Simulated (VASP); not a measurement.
# SiC (F-43m) in VASP: further runs

The runs below take SiC through single point, relaxation of cell and atoms, with LDA.

All numbers are computed with VASP 6.6.1; they aren't measurements. Logs are shortened: lines on timing, memory, paths and dates and some standing lists are left out, and cuts for length are marked.

## 1. The cell of the first run

The structure is cubic, space group F-43m (No. 216). Conventional cell: a = 4.329 Å, b = 4.329 Å, c = 4.329 Å, α = 90.00°, β = 90.00°, γ = 90.00°. Si (site symmetry -43m) has 4 C at 1.87 Å within 2.5 Å. Within 2.5 Å of C (site symmetry -43m) lie 4 Si at 1.87 Å.

## 2. Single point, LDA

Input file INCAR:

```
SYSTEM = SiC
PREC = Accurate
ENCUT = 520
EDIFF = 1E-6
ISMEAR = 0
SIGMA = 0.02
LREAL = .FALSE.
LASPH = .TRUE.
NELM = 60
ALGO = Normal
ISIF = 2
LWAVE = .FALSE.
LCHARG = .FALSE.
GGA = CA
NBANDS = 11
```

Input file KPOINTS:

```
Automatic mesh
0
G
  10 10 10
  0 0 0
```

Input file POSCAR:

```
SiC
1.0
    0.0000000000      2.1645570087      2.1645570087
    2.1645570087      0.0000000000      2.1645570087
    2.1645570087      2.1645570087      0.0000000000
Si C
1 1
Direct
    0.7500000000      0.7500000000      0.7500000000
    0.0000000000      0.0000000000      0.0000000000
```

Potentials or basis: VASP PAW LDA potentials, release 64 (Si, C).

Command:

```bash
cat potpaw_LDA.64/Si/POTCAR potpaw_LDA.64/C/POTCAR > POTCAR
mpirun -np 1 vasp_std > vasp.out
```

OUTCAR:

```text
SYSTEM = SiC
   PREC = Accurate
   ENCUT = 520
   EDIFF = 1E-6
   ISMEAR = 0
   LREAL = .FALSE.
   LASPH = .TRUE.
   NELM = 60
   ISIF = 2
   GGA = CA

 ion  position               nearest neighbor table
   1  0.750  0.750  0.750-   2 1.87   2 1.87   2 1.87   2 1.87
   2  0.000  0.000  0.000-   1 1.87   1 1.87   1 1.87   1 1.87

  LATTYP: Found a face centered cubic cell.
 ALAT       =     4.3291140174

  Lattice vectors:

 A1 = (   0.0000000000,   2.1645570087,   2.1645570087)
 A2 = (   2.1645570087,   0.0000000000,   2.1645570087)
 A3 = (   2.1645570087,   2.1645570087,   0.0000000000)

Analysis of symmetry for initial positions (statically):
=====================================================================
 Subroutine PRICEL returns:
 Original cell was already a primitive cell.

 Routine SETGRP: Setting up the symmetry group for a
 face centered cubic supercell.

 Subroutine GETGRP returns: Found 24 space group operations
 (whereof 24 operations were pure point group operations)
 out of a pool of 48 trial point group operations.

The static configuration has the point symmetry T_d .

Analysis of symmetry for dynamics (positions and initial velocities):
=====================================================================
 Subroutine PRICEL returns:
 Original cell was already a primitive cell.

 Routine SETGRP: Setting up the symmetry group for a
 face centered cubic supercell.

 Subroutine GETGRP returns: Found 24 space group operations
 (whereof 24 operations were pure point group operations)
 out of a pool of 48 trial point group operations.

The dynamic configuration has the point symmetry T_d .

 Subroutine INISYM returns: Found 24 space group operations
 (whereof 24 operations are pure point group operations),
 and found     1 'primitive' translations

----------------------------------------------------------------------------------------

                                     Primitive cell

  volume of cell :      20.2832

  direct lattice vectors                    reciprocal lattice vectors
     0.000000000  2.164557009  2.164557009    -0.230994147  0.230994147  0.230994147
     2.164557009  0.000000000  2.164557009     0.230994147 -0.230994147  0.230994147
     2.164557009  2.164557009  0.000000000     0.230994147  0.230994147 -0.230994147

  length of vectors
     3.061145878  3.061145878  3.061145878     0.400093599  0.400093599  0.400093599

  position of ions in fractional coordinates (direct lattice)
     0.750000000  0.750000000  0.750000000
     0.000000000  0.000000000  0.000000000

  ion indices of the primitive-cell ions
[... 79 lines left out ...]
   IBRION =     -1    ionic relax: 0-MD 1-quasi-New 2-CG
   NFREE  =      0    steps in history (QN), initial steepest desc. (CG)
   ISIF   =      2    stress and relaxation
   ISYM   =      2    0-nonsym 1-usesym 2-fastsym
   POTIM  = 0.5000    time-step for ionic-motion
   TEBEG  =    0.0;   TEEND  =   0.0 temperature during run
   PSTRESS=    0.0 pullay stress
   NELECT =       8.0000    total number of electrons
   NUPDOWN=      -1.0000    fix difference up-down
   EMIN   =  10.00;   EMAX   =-10.00  energy-range for DOS
   EFERMI =   0.00;   METHOD = LEGACY
   ISMEAR =     0;   SIGMA  =   0.02  broadening in eV -4-tet -1-fermi 0-gaus
   EFERMI_NEDOS =   21; number of points for ismear=-14 and -15
   IALGO  =     38    algorithm
   IMIX   =      4    mixing-type and parameters
     AMIX     =   0.40;   BMIX     =  1.00
     AMIX_MAG =   1.60;   BMIX_MAG =  1.00
  volume/ion in A,a.u.               =      10.14        68.44
  Fermi-wavevector in a.u.,A,eV,Ry     =   1.200584  2.268774 19.611456  1.441401
  Thomas-Fermi vector in A             =   2.336416
   LORBIT       =      0    0 simple, 1 ext, 2 COOP (PROOUT), +10 PAW based schemes
   GGA     = CA    functional components
   LHFCALC =     F    Hartree Fock is set to
   AEXX    =    0.0000 exact exchange contribution
   IVDW    =     0    specifies the selected vdW correction
   LEPSILON=     F    determine dielectric tensor
   LRPA    =     F    only Hartree local field effects (RPA)
 non-spin polarized calculation
 Gauss-broadening in eV      SIGMA  =   0.02
  energy-cutoff  :      520.00
  volume of cell :       20.28
 maximum number of plane-waves:       568
   NGX = 11   NGY = 11   NGZ = 11

 number of electron       8.0000000 magnetization

 Free energy of the ion-electron system (eV)
  ---------------------------------------------------
  ext. energy  EPLUGINS =         0.00000000
  ---------------------------------------------------
  free energy    TOTEN  =       -16.64250809 eV

  energy without entropy =      -16.64250809  energy(sigma->0) =      -16.64250809

 E-fermi :   8.3861     XC(G=0): -11.6417

 val. band max:        8.2901860083   @ k =   0.0000   0.0000   0.0000
 cond. band min:       9.5775826554   @ k =   0.5000   0.5000   0.0000
 fundamental gap:      1.2873966470
 Fermi energy:         8.3861214168

 k-point     1 :       0.0000    0.0000    0.0000
  band No.  band energies     occupation
      1      -7.1824      2.00000
      2       8.2902      2.00000
      3       8.2902      2.00000
      4       8.2902      2.00000
      5      14.8176      0.00000
      6      15.6199      0.00000
      7      15.6199      0.00000
      8      15.6199      0.00000
      9      22.8657      0.00000
     10      22.8657      0.00000
     11      24.7719      0.00000
[... 309 lines left out ...]
 k-point    24 :       0.4000    0.3000    0.0000
  band No.  band energies     occupation
      1      -3.9669      2.00000
      2       2.7334      2.00000
      3       5.0847      2.00000
      4       5.6264      2.00000
      5      11.1085      0.00000
      6      13.8746      0.00000
      7      19.9880      0.00000
      8      20.2567      0.00000
      9      22.1106      0.00000
     10      26.4363      0.00000
     11      29.7114      0.00000

 [... further k-points ...]
[... 5 lines left out ...]
  --------------------------------------------------------------------------------------
  -------------------------------------------------------------------------------------
  Total        0.0502397      0.0502397      0.0502397      0.0000000     -0.0000000     -0.0000000
  in kB        3.9684494      3.9684494      3.9684494      0.0000000     -0.0000000     -0.0000000
  external PRESSURE =       3.9684494 kB  Pullay stress =       0.0000000 kB

 VOLUME and BASIS-vectors are now :
 -----------------------------------------------------------------------------
  energy-cutoff  :      520.00
  volume of cell :       20.28
      direct lattice vectors                 reciprocal lattice vectors
     0.000000000  2.164557009  2.164557009    -0.230994147  0.230994147  0.230994147
     2.164557009  0.000000000  2.164557009     0.230994147 -0.230994147  0.230994147
     2.164557009  2.164557009  0.000000000     0.230994147  0.230994147 -0.230994147

 POSITION                                       TOTAL-FORCE (eV/Angst)
 -----------------------------------------------------------------------------------
      3.24684      3.24684      3.24684        -0.000000     -0.000000     -0.000000
      0.00000      0.00000      0.00000         0.000000      0.000000      0.000000
 -----------------------------------------------------------------------------------
    total drift:                                0.000000      0.000000      0.000000

  FREE ENERGIE OF THE ION-ELECTRON SYSTEM (eV)
  ---------------------------------------------------
  free  energy   TOTEN  =       -16.6425080865 eV

  energy  without entropy=      -16.6425080865  energy(sigma->0) =      -16.64250809
```

OSZICAR:

```text
N       E                     dE             d eps       ncg     rms          rms(c)
DAV:   1     0.201681537200E+01    0.20168E+01   -0.38612E+03  1034   0.653E+02
DAV:   2    -0.181115439608E+02   -0.20128E+02   -0.18847E+02  1352   0.106E+02
DAV:   3    -0.187360319514E+02   -0.62449E+00   -0.62326E+00  1296   0.155E+01
DAV:   4    -0.187385031900E+02   -0.24712E-02   -0.24711E-02  1192   0.126E+00
DAV:   5    -0.187385147833E+02   -0.11593E-04   -0.11593E-04  1253   0.814E-02    0.928E+00
DAV:   6    -0.167376315246E+02    0.20009E+01   -0.72655E+00  1160   0.120E+01    0.411E+00
DAV:   7    -0.166635632685E+02    0.74068E-01   -0.40914E-01  1223   0.368E+00    0.183E+00
DAV:   8    -0.166429382627E+02    0.20625E-01   -0.27197E-02  1187   0.993E-01    0.183E-01
DAV:   9    -0.166424939841E+02    0.44428E-03   -0.20834E-03  1267   0.246E-01    0.984E-02
DAV:  10    -0.166425078037E+02   -0.13820E-04   -0.13073E-04  1157   0.708E-02    0.337E-02
DAV:  11    -0.166425080865E+02   -0.28274E-06   -0.36538E-06  1259   0.118E-02
   1 F= -.16642508E+02 E0= -.16642508E+02  d E =-.344184E-14
```

It took 21 s on 1 thread of AMD EPYC 7R43 (Zen 3), shared host; peak memory 0.09 GiB.

What came out:

```yaml
Free_energy: -16.6425 eV
Pressure: 0.4 GPa
Band_gap_on_the_k_mesh: 1.29 eV, indirect (least direct gap 4.52 eV)
```

Levels at points of the mesh, in eV from the valence-band top:
```
           k point  band 2  band 3  band 4  band 5  band 6  band 7
(0.00, 0.00, 0.00)    0.00    0.00    0.00    6.53    7.33    7.33
(0.50, 0.00, 0.00)   -8.67   -1.06   -1.06    5.57    7.21    7.21
(0.50, 0.50, 0.00)   -7.88   -3.23   -3.23    1.29    4.26   14.06
```

A k mesh can miss the band edges. A hybrid or GW would open this gap; LDA tends to underestimate it.

[end of part 1 of 2]
